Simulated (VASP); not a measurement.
# Ga4As3P (P-43m) in VASP: a series of runs, part 2 of 2

VASP 6.6.1.

### 5 Single point, PBE

This run uses another cell than the first one, of 22.94 Å³/atom.

INCAR reads:

```
SYSTEM = Ga4As3P
PREC = Accurate
ENCUT = 520
EDIFF = 1E-7
ISMEAR = 0
SIGMA = 0.02
LREAL = .False.
LASPH = .True.
NELM = 60
ALGO = Normal
ISIF = 2
LWAVE = .False.
LCHARG = .False.
GGA = PE
NBANDS = 46
```

KPOINTS reads:

```
Automatic mesh
0
Gamma
  6 6 6
  0 0 0
```

POSCAR reads:

```
Ga4As3P
1.0
    5.6829105018      0.0000000000      0.0000000000
    0.0000000000      5.6829105018      0.0000000000
    0.0000000000      0.0000000000      5.6829105018
Ga P As
4 1 3
Direct
    0.2453152982      0.7546847018      0.2453152982
    0.2453152982      0.2453152982      0.7546847018
    0.7546847018      0.7546847018      0.7546847018
    0.7546847018      0.2453152982      0.2453152982
    0.0000000000      0.0000000000      0.0000000000
    0.0000000000      0.5000000000      0.5000000000
    0.5000000000      0.5000000000      0.0000000000
    0.5000000000      0.0000000000      0.5000000000
```

Potentials or basis: VASP PAW PBE potentials, release 64 (Ga_d, P, As).

Command:

```sh
> cat potpaw_PBE.64/Ga_d/POTCAR potpaw_PBE.64/P/POTCAR potpaw_PBE.64/As/POTCAR > POTCAR
> mpirun -np 1 vasp_std > vasp.out
```

OUTCAR:

```text
SYSTEM = Ga4As3P
   PREC = Accurate
   ENCUT = 520
   EDIFF = 1E-7
   ISMEAR = 0
   LREAL = .False.
   LASPH = .True.
   NELM = 60
   ISIF = 2
   GGA = PE

 ion  position               nearest neighbor table
   1  0.245  0.755  0.245-   5 2.41   6 2.48   7 2.48   8 2.48
   2  0.245  0.245  0.755-   5 2.41   6 2.48   7 2.48   8 2.48
   3  0.755  0.755  0.755-   5 2.41   6 2.48   7 2.48   8 2.48
   4  0.755  0.245  0.245-   5 2.41   6 2.48   7 2.48   8 2.48
   5  0.000  0.000  0.000-   1 2.41   2 2.41   3 2.41   4 2.41
   6  0.000  0.500  0.500-   1 2.48   2 2.48   3 2.48   4 2.48
   7  0.500  0.500  0.000-   1 2.48   2 2.48   3 2.48   4 2.48
   8  0.500  0.000  0.500-   1 2.48   2 2.48   3 2.48   4 2.48

  LATTYP: Found a simple cubic cell.
 ALAT       =     5.6829105018

  Lattice vectors:

 A1 = (   5.6829105018,   0.0000000000,   0.0000000000)
 A2 = (   0.0000000000,   5.6829105018,   0.0000000000)
 A3 = (   0.0000000000,   0.0000000000,   5.6829105018)

Analysis of symmetry for initial positions (statically):
=====================================================================
 Subroutine PRICEL returns:
 Original cell was already a primitive cell.

 Routine SETGRP: Setting up the symmetry group for a
 simple cubic supercell.

 Subroutine GETGRP returns: Found 24 space group operations
 (whereof 24 operations were pure point group operations)
 out of a pool of 48 trial point group operations.

The static configuration has the point symmetry T_d .

Analysis of symmetry for dynamics (positions and initial velocities):
=====================================================================
 Subroutine PRICEL returns:
 Original cell was already a primitive cell.

 Routine SETGRP: Setting up the symmetry group for a
 simple cubic supercell.

 Subroutine GETGRP returns: Found 24 space group operations
 (whereof 24 operations were pure point group operations)
 out of a pool of 48 trial point group operations.

The dynamic configuration has the point symmetry T_d .

 Subroutine INISYM returns: Found 24 space group operations
[... 129 lines left out ...]
   GGA     = PE    functional components
   LHFCALC =     F    Hartree Fock is set to
   AEXX    =    0.0000 exact exchange contribution
   IVDW    =     0    specifies the selected vdW correction
   LEPSILON=     F    determine dielectric tensor
   LRPA    =     F    only Hartree local field effects (RPA)
 non-spin polarized calculation
 Gauss-broadening in eV      SIGMA  =   0.02
  energy-cutoff  :      520.00
  volume of cell :      183.53
 maximum number of plane-waves:      4972
   NGX = 21   NGY = 21   NGZ = 21

 number of electron      71.9999914 magnetization

 Free energy of the ion-electron system (eV)
  ---------------------------------------------------
  ext. energy  EPLUGINS =         0.00000000
  ---------------------------------------------------
  free energy    TOTEN  =       -33.90054386 eV

  energy without entropy =      -33.90054386  energy(sigma->0) =      -33.90054386

 E-fermi :   3.8318     XC(G=0):  -9.4590

 val. band max:        3.7159328708   @ k =   0.0000   0.0000   0.0000
 cond. band min:       4.2057059174   @ k =   0.0000   0.0000   0.0000
 fundamental gap:      0.4897730466
 Fermi energy:         3.8317706878

 k-point     1 :       0.0000    0.0000    0.0000
  band No.  band energies     occupation
      1     -11.0761      2.00000
      2     -11.0761      2.00000
      3     -11.0664      2.00000
      4     -10.9763      2.00000
      5     -10.9763      2.00000
      6     -10.9763      2.00000
[... 969 lines left out ...]
     45       8.3615      0.00000
     46       8.5020      0.00000

------------------------ aborting loop because EDIFF is reached ----------------------------------------

  FORCE on cell =-STRESS in cart. coord.  units (eV):
  Direction    XX          YY          ZZ          XY          YZ          ZX
  --------------------------------------------------------------------------------------
  -------------------------------------------------------------------------------------
  Total        0.2054771      0.2054771      0.2054771      0.0000000      0.0000000     -0.0000000
  in kB        1.7937482      1.7937482      1.7937482      0.0000000      0.0000000     -0.0000000
  external PRESSURE =       1.7937482 kB  Pullay stress =       0.0000000 kB

 VOLUME and BASIS-vectors are now :
 -----------------------------------------------------------------------------
  energy-cutoff  :      520.00
  volume of cell :      183.53
      direct lattice vectors                 reciprocal lattice vectors
     5.682910502  0.000000000  0.000000000     0.175966171  0.000000000  0.000000000
     0.000000000  5.682910502  0.000000000     0.000000000  0.175966171  0.000000000
     0.000000000  0.000000000  5.682910502     0.000000000  0.000000000  0.175966171

 POSITION                                       TOTAL-FORCE (eV/Angst)
 -----------------------------------------------------------------------------------
      1.39410      4.28881      1.39410        -0.003157      0.003157     -0.003157
      1.39410      1.39410      4.28881        -0.003157     -0.003157      0.003157
      4.28881      4.28881      4.28881         0.003157      0.003157      0.003157
      4.28881      1.39410      1.39410         0.003157     -0.003157     -0.003157
      0.00000      0.00000      0.00000         0.000000      0.000000      0.000000
      0.00000      2.84146      2.84146         0.000000      0.000000      0.000000
      2.84146      2.84146      0.00000         0.000000      0.000000      0.000000
      2.84146      0.00000      2.84146         0.000000      0.000000      0.000000
 -----------------------------------------------------------------------------------
    total drift:                               -0.000000     -0.000000     -0.000000

  FREE ENERGIE OF THE ION-ELECTRON SYSTEM (eV)
  ---------------------------------------------------
  free  energy   TOTEN  =       -33.9005438580 eV

  energy  without entropy=      -33.9005438580  energy(sigma->0) =      -33.90054386
```

Run time: 6.4 min. Hardware: 1 thread of Intel Xeon 8259CL, shared host; peak memory 0.34 GiB.

Results:

```
Free energy            : -33.9005 eV
Pressure               : 0.2 GPa
Largest force          : 0.005 eV/Å
Band gap on the k mesh : 0.49 eV
```

Forces in eV/Å, atoms in the order of the input:
```
Ga  -0.003  0.003 -0.003
Ga  -0.003 -0.003  0.003
Ga   0.003  0.003  0.003
Ga   0.003 -0.003 -0.003
P    0.000  0.000  0.000
As   0.000  0.000  0.000
As   0.000  0.000  0.000
As   0.000  0.000  0.000
```

Levels at points of the mesh, in eV from the valence-band top:
| k point | band 32 | band 33 | band 34 | band 35 | band 36 | band 37 | band 38 | band 39 | band 40 | band 41 |
| --- | --- | --- | --- | --- | --- | --- | --- | --- | --- | --- |
| (0.00, 0.00, 0.00) | -2.48 | -2.48 | 0.00 | 0.00 | 0.00 | 0.49 | 1.45 | 1.45 | 1.69 | 1.69 |
| (0.50, 0.00, 0.00) | -3.15 | -1.73 | -1.73 | -1.47 | -1.47 | 1.93 | 2.14 | 3.21 | 3.24 | 4.44 |
| (0.50, 0.50, 0.00) | -3.08 | -1.30 | -1.30 | -1.09 | -0.94 | 2.52 | 2.69 | 2.84 | 2.84 | 5.26 |
| (0.50, 0.50, 0.50) | -0.99 | -0.99 | -0.99 | -0.88 | -0.88 | 1.01 | 1.01 | 1.01 | 1.05 | 4.40 |

Caveat: semilocal functionals underestimate gaps, and a narrow one can read as zero.

### 6 Relaxation of cell and atoms, PBE

INCAR reads:

```
SYSTEM = Ga4As3P
PREC = Accurate
ENCUT = 600
EDIFF = 1E-7
ISMEAR = 0
SIGMA = 0.1
LREAL = .FALSE.
LASPH = .TRUE.
NELM = 100
ALGO = Normal
ISIF = 3
LWAVE = .FALSE.
LCHARG = .FALSE.
GGA = PE
IBRION = 2
NSW = 90
EDIFFG = -0.04
```

KPOINTS reads:

```
regular mesh
0
G
  4 4 4
  0 0 0
```

POSCAR reads:

```
Ga4As3P
1.0
    5.4941073900      0.0000000000      0.0000000000
    0.0000000000      5.4941073900      0.0000000000
    0.0000000000      0.0000000000      5.4941073900
Ga P As
4 1 3
Direct
    0.2500000000      0.7500000000      0.2500000000
    0.2500000000      0.2500000000      0.7500000000
    0.7500000000      0.7500000000      0.7500000000
    0.7500000000      0.2500000000      0.2500000000
    0.0000000000      0.0000000000      0.0000000000
    0.0000000000      0.5000000000      0.5000000000
    0.5000000000      0.5000000000      0.0000000000
    0.5000000000      0.0000000000      0.5000000000
```

Potentials or basis: VASP PAW PBE potentials, release 64 (Ga_d, P, As).

Command:

```sh
> cat potpaw_PBE.64/Ga_d/POTCAR potpaw_PBE.64/P/POTCAR potpaw_PBE.64/As/POTCAR > POTCAR
> mpirun -np 1 vasp_std > vasp.out
```

Run time: 14 min. Hardware: 1 thread of Intel Xeon 8259CL, shared host; peak memory 0.38 GiB.

It converged, with:

```
Free energy                           : -33.8768 eV
Relaxed volume                        : 22.98 Å³/atom
Relaxed cell                          : a = 5.686 Å, b = 5.686 Å, c = 5.686 Å, α = 90.00°, β = 90.00°, γ = 90.00°
Space group after relaxing (to 0.1 Å) : P-43m (No. 215)
Energy gained by relaxing             : 62.8 meV/atom
Ionic steps                           : 5
Pressure after relaxing               : 0.0 GPa
Band gap on the k mesh                : 0.48 eV
```

The path:
```csv
step,energy change (eV),largest force (eV/Å),pressure (GPa),volume (Å³)
1,0.0000,0.7295,8.63,165.84
2,-0.3984,0.1056,-2.99,194.12
3,-0.4909,0.2672,-0.21,184.59
4,-0.5007,0.1126,-0.08,184.13
5,-0.5027,0.0018,0.02,183.80
```

Final structure:
```xyz
8
Lattice="5.6857 0.0000 0.0000 0.0000 5.6857 0.0000 0.0000 0.0000 5.6857" Properties=species:S:1:pos:R:3 pbc="T T T"
Ga    1.3945    4.2911    1.3945
Ga    1.3945    1.3945    4.2911
Ga    4.2911    4.2911    4.2911
Ga    4.2911    1.3945    1.3945
P     0.0000    0.0000    0.0000
As    0.0000    2.8428    2.8428
As    2.8428    2.8428    0.0000
As    2.8428    0.0000    2.8428
```

Levels at points of the mesh, in eV from the valence-band top:
| k point | band 32 | band 33 | band 34 | band 35 | band 36 | band 37 | band 38 | band 39 | band 40 | band 41 |
| --- | --- | --- | --- | --- | --- | --- | --- | --- | --- | --- |
| (0.00, 0.00, 0.00) | -2.48 | -2.48 | 0.00 | 0.00 | 0.00 | 0.48 | 1.45 | 1.45 | 1.69 | 1.69 |
| (0.50, 0.00, 0.00) | -3.15 | -1.73 | -1.73 | -1.46 | -1.46 | 1.93 | 2.14 | 3.21 | 3.24 | 4.44 |
| (0.50, 0.50, 0.00) | -3.07 | -1.30 | -1.30 | -1.09 | -0.94 | 2.51 | 2.69 | 2.84 | 2.84 | 5.25 |
| (0.50, 0.50, 0.50) | -0.99 | -0.99 | -0.99 | -0.87 | -0.87 | 1.01 | 1.01 | 1.01 | 1.05 | 4.40 |

Caveat: semilocal functionals underestimate gaps, and a narrow one can read as zero.

### 7 Summary

| task | cell | k mesh | cutoff (eV) | smearing | gap on the mesh (eV) | pressure (GPa) | largest force (eV/Å) |
| --- | --- | --- | --- | --- | --- | --- | --- |
| single point | a = 5.494 Å, 8 atoms, atomic positions A | 4 × 4 × 4 | 520 | gaussian 0.1 eV | 1.30 | 8.7 | - |
| single point | a = 5.676 Å, 8 atoms, atomic positions B | 4 × 4 × 4 | 520 | gaussian 0.1 eV | 0.52 | 0.4 | 0.02 |
| single point | a = 5.683 Å, 8 atoms, atomic positions C | 6 × 6 × 6 | 520 | gaussian 0.02 eV | 0.49 | 0.2 | 0.01 |
| relaxation of cell and atoms | relaxed from a = 5.494 Å, 8 atoms, atomic positions A | 4 × 4 × 4 | 600 | gaussian 0.1 eV | 0.48 | 0.0 | - |

Alike in all rows: level PBE; potentials or basis VASP PAW PBE potentials, release 64 (Ga_d, P, As); no spin polarisation.

Caveats: semilocal functionals underestimate gaps, and a narrow one can read as zero (at least some runs); the cell stands under pressure (at least some runs).

Absolute energies hang on the potentials; compare differences alone.
